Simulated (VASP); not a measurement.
# Ir (Fm-3m) in VASP: a series of runs, part 2 of 2

VASP 6.6.1.

### 3 Single point, PBEsol

This run uses another cell than the first one, of 13.71 Å³/atom.

File INCAR:

```
PREC = Accurate
ENCUT = 560
EDIFF = 1E-6
ISMEAR = -1
SIGMA = 0.05
LREAL = False
LASPH = True
NELM = 120
ALGO = Normal
ISIF = 2
LWAVE = False
LCHARG = False
GGA = PS
NBANDS = 14
GGA_COMPAT = False
```

File KPOINTS:

```
Automatic mesh
0
Gamma
  13 13 13
```

File POSCAR:

```
Ir
1.0
    0.0000000000      1.8995017599      1.8995017599
    1.8995017599      0.0000000000      1.8995017599
    1.8995017599      1.8995017599      0.0000000000
Ir
1
Direct
    0.0000000000      0.0000000000      0.0000000000
```

Potentials or basis: VASP PAW PBE potentials, release 64 (Ir_sv_GW).

Started as:

```sh
$ cat potpaw_PBE.64/Ir_sv_GW/POTCAR > POTCAR
$ mpirun -np 1 vasp_std > vasp.out
```

OUTCAR:

```text
PREC = Accurate
   ENCUT = 560
   EDIFF = 1E-6
   ISMEAR = -1
   LREAL = False
   LASPH = True
   NELM = 120
   ISIF = 2
   GGA = PS

 ion  position               nearest neighbor table
   1  0.000  0.000  0.000-

  LATTYP: Found a face centered cubic cell.
 ALAT       =     3.7990035198

  Lattice vectors:

 A1 = (   0.0000000000,   1.8995017599,   1.8995017599)
 A2 = (   1.8995017599,   0.0000000000,   1.8995017599)
 A3 = (   1.8995017599,   1.8995017599,   0.0000000000)

Analysis of symmetry for initial positions (statically):
=====================================================================
 Subroutine PRICEL returns:
 Original cell was already a primitive cell.

 Routine SETGRP: Setting up the symmetry group for a
 face centered cubic supercell.

 Subroutine GETGRP returns: Found 48 space group operations
 (whereof 48 operations were pure point group operations)
 out of a pool of 48 trial point group operations.

The static configuration has the point symmetry O_h .

Analysis of symmetry for dynamics (positions and initial velocities):
=====================================================================
 Subroutine PRICEL returns:
 Original cell was already a primitive cell.

 Routine SETGRP: Setting up the symmetry group for a
 face centered cubic supercell.

 Subroutine GETGRP returns: Found 48 space group operations
 (whereof 48 operations were pure point group operations)
 out of a pool of 48 trial point group operations.

The dynamic configuration has the point symmetry O_h .

 Subroutine INISYM returns: Found 48 space group operations
 (whereof 48 operations are pure point group operations),
 and found     1 'primitive' translations

----------------------------------------------------------------------------------------

                                     Primitive cell

  volume of cell :      13.7072

  direct lattice vectors                    reciprocal lattice vectors
     0.000000000  1.899501760  1.899501760    -0.263226921  0.263226921  0.263226921
     1.899501760  0.000000000  1.899501760     0.263226921 -0.263226921  0.263226921
     1.899501760  1.899501760  0.000000000     0.263226921  0.263226921 -0.263226921

  length of vectors
     2.686301151  2.686301151  2.686301151     0.455922401  0.455922401  0.455922401

  position of ions in fractional coordinates (direct lattice)
     0.000000000  0.000000000  0.000000000

  ion indices of the primitive-cell ions
   primitive index   ion index
                 1           1

----------------------------------------------------------------------------------------

 KPOINTS: Automatic mesh

Automatic generation of k-mesh.
 Grid dimensions read from file:
 generate k-points for:   13   13   13

 Generating k-lattice:

  Cartesian coordinates                     Fractional coordinates (reciprocal lattice)
    -0.020248225  0.020248225  0.020248225     0.076923077  0.000000000  0.000000000
     0.020248225 -0.020248225  0.020248225     0.000000000  0.076923077  0.000000000
     0.020248225  0.020248225 -0.020248225     0.000000000  0.000000000  0.076923077

  Length of vectors
     0.035070954  0.035070954  0.035070954

  Shift w.r.t. Gamma in fractional coordinates (k-lattice)
     0.000000000  0.000000000  0.000000000

 Subroutine IBZKPT returns following result:
 ===========================================

 Found     84 irreducible k-points:

 Following reciprocal coordinates:
            Coordinates               Weight
  0.000000  0.000000  0.000000      1.000000
  0.076923  0.000000  0.000000      8.000000
  0.153846  0.000000  0.000000      8.000000
  0.230769  0.000000  0.000000      8.000000
  0.307692  0.000000  0.000000      8.000000
  0.384615  0.000000  0.000000      8.000000
[... 16 lines left out ...]
  0.384615  0.153846  0.000000     24.000000
  0.461538  0.153846  0.000000     24.000000
 [... further k-points ...]
   k-points           NKPTS =     84   k-points in BZ     NKDIM =     84   number of bands    NBANDS=     14
   number of dos      NEDOS =    301   number of ions     NIONS =      1
   total plane-waves  NPLWV =  13824
   dimension x,y,z NGX =    24 NGY =   24 NGZ =   24
   dimension x,y,z NGXF=    48 NGYF=   48 NGZF=   48
   ions per type =               1
   NGX,Y,Z   is equivalent  to a cutoff of  14.85, 14.85, 14.85 a.u.
   NGXF,Y,Z  is equivalent  to a cutoff of  29.71, 29.71, 29.71 a.u.
 SYSTEM =  unknown system
   PREC   = accura    normal or accurate (medium, high low for compatibility)
   ISTART =      0    job   : 0-new  1-cont  2-samecut
   ICHARG =      2    charge: 1-file 2-atom 10-const
   ISPIN  =      1    spin polarized calculation?
   LNONCOLLINEAR =      F non collinear calculations
   LSORBIT =      F    spin-orbit coupling
   LASPH  =      T    aspherical Exc in radial PAW
   ENCUT  =  560.0 eV  41.16 Ry    6.42 a.u.   5.18  5.18  5.18*2*pi/ulx,y,z
   NELM   =    120;   NELMIN=  2; NELMDL= -5     # of ELM steps
   EDIFF  = 0.1E-05   stopping-criterion for ELM
   LREAL  =      F    real-space projection
[... 7 lines left out ...]
   TEBEG  =    0.0;   TEEND  =   0.0 temperature during run
   PSTRESS=    0.0 pullay stress
   NELECT =      17.0000    total number of electrons
   NUPDOWN=      -1.0000    fix difference up-down
   EMIN   =  10.00;   EMAX   =-10.00  energy-range for DOS
   EFERMI =   0.00;   METHOD = LEGACY
   ISMEAR =    -1;   SIGMA  =   0.05  broadening in eV -4-tet -1-fermi 0-gaus
   EFERMI_NEDOS =   21; number of points for ismear=-14 and -15
   IALGO  =     38    algorithm
   IMIX   =      4    mixing-type and parameters
     AMIX     =   0.40;   BMIX     =  1.00
     AMIX_MAG =   1.60;   BMIX_MAG =  1.00
  volume/ion in A,a.u.               =      13.71        92.50
  Fermi-wavevector in a.u.,A,eV,Ry     =   1.758901  3.323841 42.092798  3.093733
  Thomas-Fermi vector in A             =   2.827969
   LORBIT       =      0    0 simple, 1 ext, 2 COOP (PROOUT), +10 PAW based schemes
   GGA     = PS    functional components
   LHFCALC =     F    Hartree Fock is set to
   AEXX    =    0.0000 exact exchange contribution
   IVDW    =     0    specifies the selected vdW correction
   LEPSILON=     F    determine dielectric tensor
   LRPA    =     F    only Hartree local field effects (RPA)
 non-spin polarized calculation
  energy-cutoff  :      560.00
  volume of cell :       13.71
 maximum number of plane-waves:       424
 NGX is ok and might be reduce to    24
   NGX = 11   NGY = 11   NGZ = 11

 number of electron      17.0000000 magnetization

 Free energy of the ion-electron system (eV)
  ---------------------------------------------------
  ext. energy  EPLUGINS =         0.00000000
  ---------------------------------------------------
  free energy    TOTEN  =       -10.38419765 eV

  energy without entropy =      -10.37481620  energy(sigma->0) =      -10.37950693

 E-fermi :  13.3785     XC(G=0): -14.9099

 val. band max:       13.3280453335   @ k =  -0.3077   0.3077   0.0769
 cond. band min:      13.4166921858   @ k =   0.4615   0.1538   0.0769
 fundamental gap:      0.0886468522
 Fermi energy:        13.3784683558

 k-point     1 :       0.0000    0.0000    0.0000
  band No.  band energies     occupation
      1     -79.7523      2.00000
      2     -36.1019      2.00000
      3     -36.1019      2.00000
      4     -36.1019      2.00000
      5       1.8473      2.00000
      6       9.2752      2.00000
      7       9.2752      2.00000
      8       9.2752      2.00000
      9      12.1287      2.00000
     10      12.1287      2.00000
     11      26.8457      0.00000
     12      32.5324      0.00000
     13      32.5324      0.00000
     14      32.5324      0.00000

 k-point     2 :       0.0769    0.0000    0.0000
  band No.  band energies     occupation
      1     -79.7479      2.00000
      2     -36.1545      2.00000
      3     -36.1090      2.00000
      4     -36.1090      2.00000
      5       2.1200      2.00000
      6       9.1278      2.00000
      7       9.3917      2.00000
      8       9.3917      2.00000
      9      12.0512      2.00000
     10      12.0512      2.00000
[... 362 lines left out ...]
 k-point    24 :       0.4615    0.1538    0.0000
  band No.  band energies     occupation
      1     -79.6744      2.00000
      2     -36.8737      2.00000
      3     -36.3222      2.00000
      4     -36.2716      2.00000
      5       5.6817      2.00000
      6       8.4910      2.00000
      7       9.5955      2.00000
      8      10.1062      2.00000
      9      14.4158      0.00000
     10      15.5937      0.00000
     11      22.2353      0.00000
     12      28.4817      0.00000
     13      31.6589      0.00000
     14      33.0978      0.00000

 [... further k-points ...]
[... 5 lines left out ...]
  --------------------------------------------------------------------------------------
  -------------------------------------------------------------------------------------
  Total        0.7253368      0.7253368      0.7253368     -0.0000000     -0.0000000     -0.0000000
  in kB       84.7815168     84.7815168     84.7815168     -0.0000000     -0.0000000     -0.0000000
  external PRESSURE =      84.7815168 kB  Pullay stress =       0.0000000 kB

 VOLUME and BASIS-vectors are now :
 -----------------------------------------------------------------------------
  energy-cutoff  :      560.00
  volume of cell :       13.71
      direct lattice vectors                 reciprocal lattice vectors
     0.000000000  1.899501760  1.899501760    -0.263226921  0.263226921  0.263226921
     1.899501760  0.000000000  1.899501760     0.263226921 -0.263226921  0.263226921
     1.899501760  1.899501760  0.000000000     0.263226921  0.263226921 -0.263226921

 POSITION                                       TOTAL-FORCE (eV/Angst)
 -----------------------------------------------------------------------------------
      0.00000      0.00000      0.00000         0.000000      0.000000      0.000000
 -----------------------------------------------------------------------------------
    total drift:                                0.000000      0.000000      0.000000

  FREE ENERGIE OF THE ION-ELECTRON SYSTEM (eV)
  ---------------------------------------------------
  free  energy   TOTEN  =       -10.3841976529 eV

  energy  without entropy=      -10.3748161998  energy(sigma->0) =      -10.37950693
```

stdout:

```text
POSCAR found type information on POSCAR Ir
 POSCAR found :  1 types and       1 ions
 scaLAPACK will be used
 -----------------------------------------------------------------------------
|                                                                             |
|                                                                             |
|     You enforced a specific xc type in the INCAR file but a different       |
|     I HOPE YOU KNOW WHAT YOU ARE DOING!                                     |
|                                                                             |
 -----------------------------------------------------------------------------

 LDA part: xc-table for (Slater+PW92), standard interpolation
 POSCAR, INCAR and KPOINTS ok, starting setup
 FFT: planning ... GRIDC
 FFT: planning ... GRID_SOFT
 FFT: planning ... GRID
 WAVECAR not read
 entering main loop
```

Wall time 14 s (1 thread of Intel Xeon Platinum 8259CL at 2.50GHz (Skylake/Cascade Lake), shared host); peak memory 0.15 GiB.

Results:

* Free energy: -10.3842 eV
* Pressure: 8.5 GPa
* Band gap on the k mesh: zero (an odd number of electrons rules out a gap without spin polarisation)

Caveat: the cell stands under pressure; the PAW data sets were made with another functional, which shifts forces and pressure a little; spin-orbit coupling is left out, which moves the levels of the heavy elements.

The gap in the log of VASP goes by the Fermi energy; the results here count the filled bands.